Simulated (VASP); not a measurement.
**SnC3: single point with PBEsol**

Crystal: SnC3.

```
CELL_PARAMETERS angstrom
1.57049 0.90672 5.18304
-1.57049 0.90672 5.18304
0.00000 -1.81345 5.18304
ATOMIC_POSITIONS crystal
C 0.01221 0.96971 0.05206
C 0.49037 0.49336 0.43898
C 0.40217 0.32795 0.41298
Sn 0.88537 0.88148 0.85871
```

```
Program             : VASP 6.6.1
Task                : single point
Functional          : PBEsol
Potentials or basis : VASP PAW PBE potentials, release 64 (C, Sn_d)
Cutoff              : 520 eV
k mesh              : 6 × 6 × 6
Occupations         : fermi-dirac, width 0.052 eV
Spin                : no spin polarisation
```

```
Pressure               : -4.9 GPa
Largest force          : 1.364 eV/Å
Band gap on the k mesh : 0.07 eV, indirect (least direct gap 0.17 eV)
```

Forces in eV/Å, atoms in the order of the input:
```
C    0.099 -0.059  0.868
C    0.452 -1.241  0.341
C   -0.548  0.684 -0.157
Sn  -0.002  0.615 -1.052
```

Stress tensor (GPa, compression positive):
```
-8.46 -1.67  2.60
-1.67 -3.66 -0.70
 2.60 -0.70 -2.44
```

Levels at points of the mesh, in eV from the valence-band top:
| k point | band 9 | band 10 | band 11 | band 12 | band 13 | band 14 | band 15 | band 16 | band 17 | band 18 |
| --- | --- | --- | --- | --- | --- | --- | --- | --- | --- | --- |
| (0.00, 0.00, 0.00) | -4.03 | -3.52 | -2.80 | -0.37 | 0.00 | 0.22 | 1.84 | 2.77 | 3.56 | 5.27 |
| (0.50, 0.00, 0.00) | -7.72 | -7.06 | -5.60 | -5.07 | -2.23 | 1.15 | 2.96 | 4.58 | 5.08 | 6.22 |
| (0.00, 0.50, 0.00) | -7.65 | -7.07 | -5.71 | -5.22 | -2.28 | 0.80 | 3.09 | 4.72 | 5.14 | 6.25 |
| (0.00, 0.00, 0.50) | -7.82 | -7.06 | -5.47 | -5.21 | -2.20 | 1.05 | 2.90 | 3.94 | 5.76 | 6.12 |
| (0.50, 0.50, 0.00) | -9.23 | -6.06 | -5.56 | -2.61 | -1.24 | 0.21 | 0.68 | 2.96 | 4.29 | 6.18 |
| (0.50, 0.00, 0.50) | -9.49 | -5.60 | -5.38 | -2.92 | -1.40 | 0.17 | 0.70 | 2.94 | 4.29 | 6.48 |
| (0.00, 0.50, 0.50) | -9.32 | -5.89 | -5.39 | -2.86 | -1.32 | 0.31 | 0.93 | 3.05 | 4.06 | 6.46 |
| (0.50, 0.50, 0.50) | -5.68 | -3.87 | -3.35 | -0.83 | -0.36 | 0.07 | 2.32 | 3.38 | 4.05 | 4.87 |

Run time: 3.7 min on 1 thread of Intel(R) Xeon(R) Platinum 8259CL CPU @ 2.50GHz (Skylake/Cascade Lake), on a shared host, peak memory 0.3 GiB.

Caveat: the PAW data sets were made with another functional, which shifts forces and pressure a little; spin-orbit coupling is left out, which moves the levels of the heavy elements. A k mesh can miss the band edges.
